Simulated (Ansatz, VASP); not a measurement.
**MnO2 in VASP and in Ansatz**

Contents of INCAR:

```
PREC = Accurate
ENCUT = 600
EDIFF = 1E-6
ISMEAR = -1
SIGMA = 0.05
LREAL = F
LASPH = T
NELM = 150
ALGO = Normal
ISIF = 3
LWAVE = F
LCHARG = F
ISPIN = 2
MAGMOM = 4 0 0
LORBIT = 11
LMAXMIX = 4
LDAU = T
LDAUTYPE = 2
LDAUL = 2 -1
LDAUU = 2 0
LDAUJ = 0 0
LDAUPRINT = 1
GGA = PS
IBRION = 2
NSW = 60
EDIFFG = -0.01
```

KPOINTS

```
Automatic mesh
0
Gamma
  11 11 11
```

The input POSCAR:

```
MnO2
1.0
    1.4284348394      0.8247072390      4.5839315268
   -1.4284348394      0.8247072390      4.5839315268
    0.0000000000     -1.6494144781      4.5839315268
Mn O
1 2
Direct
    0.0000000000      0.0000000000      0.0000000000
    0.7356355100      0.7356355100      0.7356355100
    0.2643644900      0.2643644900      0.2643644900
```

Contents of input.yaml:

```yaml
crystal:
  lattice:
    - [1.4284348394, 0.824707239, 4.5839315268]
    - [-1.4284348394, 0.824707239, 4.5839315268]
    - [0.0, -1.6494144781, 4.5839315268]
  atoms:
    - { symbol: Mn, position: [0.0, 0.0, 0.0], spin: 4.0 }
    - { symbol: O, position: [0.73563551, 0.73563551, 0.73563551] }
    - { symbol: O, position: [0.26436449, 0.26436449, 0.26436449] }
hamiltonian:
  xc: pbesol
  pseudopotentials: { kind: paw }
  hubbard: { sites: [{ species: Mn, l: d, u_eff: 2.0 }] }
magnetization:
  spin_polarized: true
kpoints:
  mp_grid: { grid: [11, 11, 11] }
scf:
  occupations: { method: fermi_dirac, width: 0.05 }
output:
  forces: true
  stress: true
  eigenvalues: true
  write_density: true
  write_potential: true
  elf: true
  volumetric_format: npy
relax:
  f_tol: 0.01
  max_steps: 40
  cell: { stress_tol: 0.05 }
```

Alike in both runs: task relaxation of cell and atoms; functional PBEsol; k mesh 11 × 11 × 11; occupations fermi-dirac, width 0.05 eV; collinear spin; Hubbard terms Mn d U = 2.0 eV.

|  | VASP | Ansatz |
| --- | --- | --- |
| version | VASP 6.6.1 | Ansatz 0.2.0 |
| potentials or method | VASP PAW PBE potentials, release 64 (Mn_pv, O) | Ansatz PAW |
| plane-wave cutoff (eV) | 600 | 420 |
| valence electrons in the cell | 25 | 27 |

|  | VASP | Ansatz | Ansatz less VASP |
| --- | --- | --- | --- |
| gap on the k mesh at the Fermi level, each at its own relaxed structure (eV) | 1.86 | 1.92 | +0.070 |
| net moment per atom (μB) | 1.00 | 1.00 | 0.000 |
| size of the moment on the site where the two differ most (μB) | 3.00 | 2.62 | -0.380 |
| relaxed volume (Å³/atom) | 11.19 | 11.55 | +0.364 |
| relaxed length of the cell vector where the two differ most in proportion (Å) | 5.010 | 5.166 | +0.1562 |

VASP's potentials were made for PBE, not for PBEsol. Site moments also hang on the region over which each program counts them. The programs project onto different local orbitals, so the same U acts differently, and such runs can settle in different states. VASP's potentials hold 25 valence electrons a cell and Ansatz's 27, so a difference there can come from the potentials and not from the codes.

Noted on Ansatz's run: the magnetic or orbital state may not be the lowest; odd divisions of the mesh miss points on the zone boundary, where band edges often lie, so the gap on the mesh can be too wide; the plane-wave basis is chosen anew once the cell has moved, so the energies of steps on either side of that aren't comparable.
